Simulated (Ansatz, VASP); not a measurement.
One calculation of Ti, two programs

```
Ti
1.0
     4.57356    0.00000    0.00000
    -2.28678    3.96082    0.00000
     0.00000    0.00000    2.82534
Ti
3
Direct
  0.00000 0.00000 0.00000
  0.33333 0.66667 0.50000
  0.66667 0.33333 0.50000
```

Alike in both runs: functional r2SCAN; k mesh 12 × 12 × 14; occupations fermi-dirac, width 0.15 eV; no spin polarisation.

Ansatz relaxed the structure, and its values are those at the end. VASP's run is a single point on that final structure, the one shown.

```csv
,VASP,Ansatz
version,VASP 6.6.1,Ansatz 0.2.0
potentials or method,"VASP PAW PBE potentials, release 64 (Ti_sv), cutoff 520 eV","scalar-relativistic, plane waves, PAW"
valence electrons in the cell,36,36
```

```tsv
	VASP	Ansatz	Ansatz less VASP
gap on the k mesh at the Fermi level (eV)	none	none	-
pressure (GPa)	0.4	0.0	-0.39
```

VASP's potentials were made for PBE, not for r2SCAN. A gap of «none» marks a metal or a gap that the smearing closes. The functional is the same, so the differences come from potentials, cutoffs and numerics.
